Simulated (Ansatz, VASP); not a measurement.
One calculation of Sb, two programs

Contents of INCAR:

```
SYSTEM = Sb
  ALGO = Normal
  EDIFF = 1E-6
  EDIFFG = -0.04
  ENCUT = 600
  GGA = PE
  IBRION = 2
  ISIF = 3
  ISMEAR = 0
  LASPH = .True.
  LCHARG = .False.
  LREAL = .False.
  LWAVE = .False.
  NELM = 60
  NSW = 90
  PREC = Accurate
  SIGMA = 0.1
```

The input KPOINTS:

```
k-points
0
Gamma
  4 4 4
  0 0 0
```

POSCAR

```
Sb
1.0
    0.0000000000      4.1400974700      4.1400974700
    4.1400974700      0.0000000000      4.1400974700
    4.1400974700      4.1400974700      0.0000000000
Sb
4
Direct
    0.3821260400      0.3821260400      0.3821260400
    0.3821260400      0.3821260400      0.8536218700
    0.3821260400      0.8536218700      0.3821260400
    0.8536218700      0.3821260400      0.3821260400
```

Input for Ansatz:

```yaml
crystal:
  lattice:
    - [0.0, 4.14009747, 4.14009747]
    - [4.14009747, 0.0, 4.14009747]
    - [4.14009747, 4.14009747, 0.0]
  atoms:
    - { symbol: Sb, position: [0.38212604, 0.38212604, 0.38212604] }
    - { symbol: Sb, position: [0.38212604, 0.38212604, 0.85362187] }
    - { symbol: Sb, position: [0.38212604, 0.85362187, 0.38212604] }
    - { symbol: Sb, position: [0.85362187, 0.38212604, 0.38212604] }
basis:
  ecutwfc: 420
kpoints:
  mp_grid: { grid: [4, 4, 4] }
hamiltonian:
  xc: pbe
scf:
  occupations: { method: gaussian, width: 0.1 }
  lower_state_search: "off"
output:
  forces: true
  stress: true
  eigenvalues: true
relax:
  adjacent_minimum: "off"
  f_tol: 0.04
  max_steps: 70
  cell: { stress_tol: 0.4 }
```

Alike in both runs: task relaxation of cell and atoms; functional PBE; k mesh 4 × 4 × 4; occupations gaussian, width 0.1 eV; no spin polarisation.

|  | VASP | Ansatz |
| --- | --- | --- |
| version | VASP 6.6.1 | Ansatz 0.2.0 |
| potentials or method | VASP PAW PBE potentials, release 64 (Sb), cutoff 600 eV | scalar-relativistic, plane waves, PAW |
| valence electrons in the cell | 20 | 60 |

```tsv
	VASP	Ansatz	Ansatz less VASP
gap on the k mesh at the Fermi level, each at its own relaxed structure (eV)	1.68	1.73	+0.049
relaxed volume (Å³/atom)	57.01	57.57	+0.560
relaxed length of the cell vector where the two differ most in proportion (Å)	6.858	6.880	+0.0224
```

VASP's potentials hold 20 valence electrons a cell and Ansatz's 60, so a difference there can come from the potentials and not from the codes.

Neither program's run includes spin-orbit coupling. Noted on VASP's run: the volume moved by over 15 % at a fixed basis, so the end points are rough.
